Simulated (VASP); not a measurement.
# AgCl (I4/mmm) in VASP: further runs, part 2 of 2

VASP 6.6.1.

## (3) Single point, PBE (zz strain of +2 %)

The input, INCAR:

```
SYSTEM = AgCl
ALGO = Normal
EDIFF = 1E-6
ENCUT = 520
GGA = PE
ISIF = 2
ISMEAR = -1
LASPH = .True.
LCHARG = .False.
LREAL = .False.
LWAVE = .False.
NBANDS = 16
NELM = 80
PREC = Accurate
SIGMA = 0.02
```

The input, KPOINTS:

```
k-points
0
Gamma
  8 8 8
  0 0 0
```

The input, POSCAR:

```
AgCl
1.0
    0.0000000000      2.7731500000      2.8286130000
    2.7731500000      0.0000000000      2.8286130000
    2.7731500000      2.7731500000      0.0000000000
Ag Cl
1 1
Direct
    0.5000000000      0.5000000000      0.5000000000
    0.0000000000      0.0000000000      0.0000000000
```

Potentials or basis: VASP PAW PBE potentials, release 64 (Ag, Cl).

The run is started by

```bash
> cat potpaw_PBE.64/Ag/POTCAR potpaw_PBE.64/Cl/POTCAR > POTCAR
> mpirun -np 1 vasp_std > vasp.out
```

OUTCAR:

```text
SYSTEM = AgCl
   EDIFF = 1E-6
   ENCUT = 520
   GGA = PE
   ISIF = 2
   ISMEAR = -1
   LASPH = .True.
   LREAL = .False.
   NELM = 80
   PREC = Accurate

 ion  position               nearest neighbor table
   1  0.500  0.500  0.500-   2 2.77   2 2.77   2 2.77   2 2.77   2 2.83   2 2.83
   2  0.000  0.000  0.000-   1 2.77   1 2.77   1 2.77   1 2.77   1 2.83   1 2.83

  LATTYP: Found a body centered tetragonal cell.
 ALAT       =     3.9218263405
 C/A-ratio  =     1.4424978336

  Lattice vectors:

 A1 = (  -2.7731500000,   0.0000000000,   2.8286130000)
 A2 = (   2.7731500000,   0.0000000000,   2.8286130000)
 A3 = (   0.0000000000,   2.7731500000,  -2.8286130000)

Analysis of symmetry for initial positions (statically):
=====================================================================
 Subroutine PRICEL returns:
 Original cell was already a primitive cell.

 Routine SETGRP: Setting up the symmetry group for a
 body centered tetragonal supercell.

 Subroutine GETGRP returns: Found 16 space group operations
 (whereof 16 operations were pure point group operations)
 out of a pool of 16 trial point group operations.
[... 162 lines left out ...]

 E-fermi :   4.0843     XC(G=0):  -9.8611

 val. band max:        3.6302856013   @ k =   0.5000   0.0000   0.0000
 cond. band min:       4.4861839366   @ k =   0.0000   0.0000   0.0000
 fundamental gap:      0.8558983353
 Fermi energy:         4.0843318253

 k-point     1 :       0.0000    0.0000    0.0000
  band No.  band energies     occupation
      1     -11.4499      2.00000
      2       1.1759      2.00000
      3       1.2211      2.00000
      4       1.2211      2.00000
      5       1.2437      2.00000
      6       1.2476      2.00000
[... 433 lines left out ...]
      3      -0.2560      2.00000
      4      -0.0746      2.00000
      5       1.3653      2.00000
      6       1.5269      2.00000
[... 8 lines left out ...]
     15      17.3529      0.00000
     16      17.5341      0.00000

 [... further k-points ...]

------------------------ aborting loop because EDIFF is reached ----------------------------------------

  FORCE on cell =-STRESS in cart. coord.  units (eV):
  Direction    XX          YY          ZZ          XY          YZ          ZX
  --------------------------------------------------------------------------------------
  -------------------------------------------------------------------------------------
  Total        0.1873781      0.1873781      0.0852296      0.0000000     -0.0000000      0.0000000
  in kB        6.9004791      6.9004791      3.1387069      0.0000000     -0.0000000      0.0000000
  external PRESSURE =       5.6465550 kB  Pullay stress =       0.0000000 kB

 VOLUME and BASIS-vectors are now :
 -----------------------------------------------------------------------------
  energy-cutoff  :      520.00
  volume of cell :       43.51
      direct lattice vectors                 reciprocal lattice vectors
     0.000000000  2.773150000  2.828613000    -0.180300380  0.180300380  0.176765079
     2.773150000  0.000000000  2.828613000     0.180300380 -0.180300380  0.176765079
     2.773150000  2.773150000  0.000000000     0.180300380  0.180300380 -0.176765079

 POSITION                                       TOTAL-FORCE (eV/Angst)
 -----------------------------------------------------------------------------------
      2.77315      2.77315      2.82861         0.000000      0.000000      0.000000
      0.00000      0.00000      0.00000         0.000000      0.000000      0.000000
 -----------------------------------------------------------------------------------
    total drift:                                0.000000      0.000000      0.000000

  FREE ENERGIE OF THE ION-ELECTRON SYSTEM (eV)
  ---------------------------------------------------
  free  energy   TOTEN  =        -5.3994447059 eV

  energy  without entropy=       -5.3994447059  energy(sigma->0) =       -5.39944471
```

OSZICAR:

```text
N       E                     dE             d eps       ncg     rms          rms(c)
DAV:   1     0.905761133003E+02    0.90576E+02   -0.84066E+03  1888   0.100E+03
DAV:   2    -0.263064895257E+01   -0.93207E+02   -0.85799E+02  2368   0.216E+02
DAV:   3    -0.557209467652E+01   -0.29414E+01   -0.29343E+01  2408   0.388E+01
DAV:   4    -0.558678318144E+01   -0.14689E-01   -0.14687E-01  2376   0.314E+00
DAV:   5    -0.558695145147E+01   -0.16827E-03   -0.16827E-03  2416   0.337E-01    0.584E+00
DAV:   6    -0.540396306816E+01    0.18299E+00   -0.25069E-01  2432   0.643E+00    0.379E+00
DAV:   7    -0.539994475431E+01    0.40183E-02   -0.95673E-02  2280   0.206E+00    0.193E+00
DAV:   8    -0.539928875429E+01    0.65600E-03   -0.47835E-03  2256   0.707E-01    0.302E-01
DAV:   9    -0.539937024688E+01   -0.81493E-04   -0.48583E-04  2376   0.281E-01    0.414E-02
DAV:  10    -0.539944056369E+01   -0.70317E-04   -0.10394E-04  2344   0.887E-02    0.319E-02
DAV:  11    -0.539944466121E+01   -0.40975E-05   -0.45879E-06  2416   0.149E-02    0.345E-03
DAV:  12    -0.539944470587E+01   -0.44654E-07   -0.31872E-07  1544   0.511E-03
   1 F= -.53994447E+01 E0= -.53994447E+01  d E =-.469175E-11
```

stdout:

```text
POSCAR found type information on POSCAR AgCl
 POSCAR found :  2 types and       2 ions
 scaLAPACK will be used
 LDA part: xc-table for (Slater+PW92), standard interpolation
 POSCAR, INCAR and KPOINTS ok, starting setup
 FFT: planning ... GRIDC
 FFT: planning ... GRID_SOFT
 FFT: planning ... GRID
 WAVECAR not read
 entering main loop
```

Wall time 74 s (1 thread of Intel Xeon 8259CL, shared host); peak memory 0.19 GiB.

Results:

- Free energy: -5.3994 eV
- Pressure: 0.6 GPa
- Band gap on the k mesh: 0.86 eV (least direct gap 3.12 eV)

Levels at points of the mesh, in eV from the valence-band top:
| k point | band 6 | band 7 | band 8 | band 9 | band 10 | band 11 | band 12 | band 13 |
| --- | --- | --- | --- | --- | --- | --- | --- | --- |
| (0.00, 0.00, 0.00) | -2.38 | -2.32 | -2.32 | -2.26 | 0.86 | 10.77 | 10.82 | 10.82 |
| (0.50, 0.00, 0.00) | -2.07 | -1.77 | -0.12 | 0.00 | 4.24 | 6.37 | 7.56 | 7.74 |
| (0.50, 0.50, 0.00) | -2.22 | -1.96 | -1.96 | -1.89 | 2.37 | 8.07 | 8.38 | 11.45 |
| (0.50, 0.00, 0.50) | -2.20 | -1.97 | -1.95 | -1.89 | 2.35 | 7.96 | 8.57 | 11.15 |

Caveat: the cell differs from its parent crystal (zz strain of +2 %). A k mesh can miss the band edges.

## (4) Single point, PBE (zz strain of +3 %)

The input, INCAR:

```
ALGO = Normal
EDIFF = 1E-6
ENCUT = 520
GGA = PE
ISIF = 2
ISMEAR = -1
LASPH = T
LCHARG = F
LREAL = F
LWAVE = F
NBANDS = 16
NELM = 80
PREC = Accurate
SIGMA = 0.02
```

The input, KPOINTS:

```
k-points
0
Gamma
  8 8 8
```

The input, POSCAR:

```
AgCl
1.0
    0.0000000000      2.7731500000      2.8563445000
    2.7731500000      0.0000000000      2.8563445000
    2.7731500000      2.7731500000      0.0000000000
Ag Cl
1 1
Direct
    0.5000000000      0.5000000000      0.5000000000
    0.0000000000      0.0000000000      0.0000000000
```

Potentials or basis: VASP PAW PBE potentials, release 64 (Ag, Cl).

The run is started by

```bash
> cat potpaw_PBE.64/Ag/POTCAR potpaw_PBE.64/Cl/POTCAR > POTCAR
> mpirun -np 1 vasp_std > vasp.out
```

OUTCAR:

```text
EDIFF = 1E-6
   ENCUT = 520
   GGA = PE
   ISIF = 2
   ISMEAR = -1
   LASPH = T
   LREAL = F
   NELM = 80
   PREC = Accurate

 ion  position               nearest neighbor table
   1  0.500  0.500  0.500-   2 2.77   2 2.77   2 2.77   2 2.77   2 2.86   2 2.86
   2  0.000  0.000  0.000-   1 2.77   1 2.77   1 2.77   1 2.77   1 2.86   1 2.86

  LATTYP: Found a body centered tetragonal cell.
 ALAT       =     3.9218263405
 C/A-ratio  =     1.4566399692

  Lattice vectors:
[... 641 lines left out ...]

 [... further k-points ...]

------------------------ aborting loop because EDIFF is reached ----------------------------------------

  FORCE on cell =-STRESS in cart. coord.  units (eV):
  Direction    XX          YY          ZZ          XY          YZ          ZX
  --------------------------------------------------------------------------------------
  -------------------------------------------------------------------------------------
  Total        0.0930278      0.0930278     -0.0410583      0.0000000      0.0000000      0.0000000
  in kB        3.3926276      3.3926276     -1.4973516      0.0000000      0.0000000      0.0000000
  external PRESSURE =       1.7626345 kB  Pullay stress =       0.0000000 kB

 VOLUME and BASIS-vectors are now :
 -----------------------------------------------------------------------------
  energy-cutoff  :      520.00
  volume of cell :       43.93
      direct lattice vectors                 reciprocal lattice vectors
     0.000000000  2.773150000  2.856344500    -0.180300380  0.180300380  0.175048913
     2.773150000  0.000000000  2.856344500     0.180300380 -0.180300380  0.175048913
     2.773150000  2.773150000  0.000000000     0.180300380  0.180300380 -0.175048913

 POSITION                                       TOTAL-FORCE (eV/Angst)
 -----------------------------------------------------------------------------------
      2.77315      2.77315      2.85634         0.000000     -0.000000      0.000000
      0.00000      0.00000      0.00000        -0.000000      0.000000      0.000000
 -----------------------------------------------------------------------------------
    total drift:                                0.000000      0.000000      0.000000

  FREE ENERGIE OF THE ION-ELECTRON SYSTEM (eV)
  ---------------------------------------------------
  free  energy   TOTEN  =        -5.3998525559 eV

  energy  without entropy=       -5.3998525559  energy(sigma->0) =       -5.39985256
```

Wall time 59 s (1 thread of Intel Xeon 8259CL, shared host); peak memory 0.19 GiB.

Results:

| Quantity | Value |
| --- | --- |
| Free energy | -5.3999 eV |
| Pressure | 0.2 GPa |
| Band gap on the k mesh | 0.83 eV (least direct gap 3.07 eV) |

Caveat: the cell differs from its parent crystal (zz strain of +3 %).

## (5) Single point, PBE (equal xx and yy strain of +2 %)

The input, INCAR:

```
PREC = Accurate
ENCUT = 520
EDIFF = 1E-6
ISMEAR = -1
SIGMA = 0.02
LREAL = False
LASPH = True
NELM = 100
ALGO = Normal
ISIF = 2
LWAVE = False
LCHARG = True
GGA = PE
LELF = True
LVHAR = True
NBANDS = 16
```

The input, KPOINTS:

```
regular mesh
0
Gamma
  8 8 8
```

The input, POSCAR:

```
AgCl
1.0
    0.0000000000      2.8286130000      2.7731500000
    2.8286130000      0.0000000000      2.7731500000
    2.8286130000      2.8286130000      0.0000000000
Ag Cl
1 1
Direct
    0.5000000000      0.5000000000      0.5000000000
    0.0000000000      0.0000000000      0.0000000000
```

The run is started by

```bash
> cat potpaw_PBE.64/Ag/POTCAR potpaw_PBE.64/Cl/POTCAR > POTCAR
> mpirun -np 1 vasp_std > vasp.out
```

Wall time 59 s (1 thread of Intel Xeon 8259CL, shared host); peak memory 0.19 GiB.

The run converged. Its results:

| Property | Result |
| --- | --- |
| Free energy | -5.4006 eV |
| Pressure | -0.3 GPa |
| Band gap on the k mesh | 0.87 eV (least direct gap 3.06 eV) |

Stress tensor (GPa, compression positive):
```
-0.37  0.00  0.00
 0.00 -0.37  0.00
 0.00  0.00 -0.10
```

Levels at points of the mesh, in eV from the valence-band top:
```csv
k point,band 6,band 7,band 8,band 9,band 10,band 11,band 12,band 13
"(0.00, 0.00, 0.00)",-2.31,-2.26,-2.20,-2.20,0.87,10.80,10.80,10.85
"(0.50, 0.00, 0.00)",-2.01,-1.72,-0.12,0.00,4.29,6.27,7.59,7.78
"(0.50, 0.50, 0.00)",-2.12,-1.91,-1.91,-1.84,2.38,7.95,8.58,11.16
"(0.50, 0.00, 0.50)",-2.14,-1.91,-1.90,-1.85,2.39,8.07,8.38,11.16
```

Caveat: the cell differs from its parent crystal (equal xx and yy strain of +2 %). A k mesh can miss the band edges.

## (6) Overview

```tsv
cell	gap on the mesh (eV)	pressure (GPa)
a = 3.941, b = 3.941, c = 3.922 Å, angles 60.2, 60.2, 59.7°, 2 atoms	0.88	1.0
a = 3.961, b = 3.961, c = 3.922 Å, angles 60.3, 60.3, 59.3°, 2 atoms	0.86	0.6
a = 3.981, b = 3.981, c = 3.922 Å, angles 60.5, 60.5, 59.0°, 2 atoms	0.83	0.2
a = 3.961, b = 3.961, c = 4.000 Å, angles 59.7, 59.7, 60.7°, 2 atoms	0.87	-0.3
```

Alike in all rows: task single point; level PBE; potentials or basis VASP PAW PBE potentials, release 64 (Ag, Cl); no spin polarisation; k mesh 8 × 8 × 8; cutoff (eV) 520; smearing fermi-dirac 0.02 eV.

Absolute energies hang on the potentials; compare differences alone.
